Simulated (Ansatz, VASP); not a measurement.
# La3LuO2 in VASP and in Ansatz

Contents of INCAR:

```
PREC = Accurate
ENCUT = 520
EDIFF = 1E-6
ISMEAR = 0
SIGMA = 0.1
LREAL = False
LASPH = True
NELM = 80
ALGO = Normal
ISIF = 2
LWAVE = False
LCHARG = False
GGA = PE
NBANDS = 44
```

KPOINTS

```
Automatic mesh
0
Gamma
  4 4 4
```

Contents of POSCAR:

```
La3LuO2
1.0
   -3.2942492800      3.2942492800      3.7592425000
    3.2942492800     -3.2942492800      3.7592425000
    3.2942492800      3.2942492800     -3.7592425000
La Lu O
3 1 2
Direct
    0.5000000000      0.0000000000      0.5000000000
    0.0000000000      0.5000000000      0.5000000000
    0.0000000000      0.0000000000      0.0000000000
    0.5000000000      0.5000000000      0.0000000000
    0.7500000000      0.2500000000      0.5000000000
    0.2500000000      0.7500000000      0.5000000000
```

Input for Ansatz:

```yaml
crystal:
  lattice:
    - [-3.29424928, 3.29424928, 3.7592425]
    - [3.29424928, -3.29424928, 3.7592425]
    - [3.29424928, 3.29424928, -3.7592425]
  atoms:
    - { symbol: La, position: [0.5, 0.0, 0.5] }
    - { symbol: La, position: [0.0, 0.5, 0.5] }
    - { symbol: La, position: [0.0, 0.0, 0.0] }
    - { symbol: Lu, position: [0.5, 0.5, 0.0] }
    - { symbol: O, position: [0.75, 0.25, 0.5] }
    - { symbol: O, position: [0.25, 0.75, 0.5] }
basis:
  ecutwfc: 420
kpoints:
  mp_grid: { grid: [4, 4, 4] }
hamiltonian:
  xc: pbe
scf:
  occupations: { method: gaussian, width: 0.1 }
  lower_state_search: "off"
output:
  forces: true
  stress: true
  eigenvalues: true
```

Alike in both runs: task single point; functional PBE; k mesh 4 × 4 × 4; occupations gaussian, width 0.1 eV; no spin polarisation.

|  | VASP | Ansatz |
| --- | --- | --- |
| version | VASP 6.6.1 | Ansatz 0.2.0 |
| potentials or method | VASP PAW PBE potentials, release 64 (La, Lu, O), cutoff 520 eV | scalar-relativistic, plane waves, PAW |
| valence electrons in the cell | 70 | 70 |

VASP gave:

| Property | Result |
| --- | --- |
| gap on the k mesh at the Fermi level (eV) | none |
| pressure (GPa) | 22.3 |
| traceless stress, the component that is largest in VASP (GPa) | 32.58 |

Problem. Estimate Ansatz's values.

Solution. gap on the k mesh at the Fermi level (eV): none; pressure (GPa): 22.2; traceless stress, the component that is largest in VASP (GPa): 32.38.

A gap of «none» marks a metal or a gap that the smearing closes.

Spin-orbit coupling is off throughout.
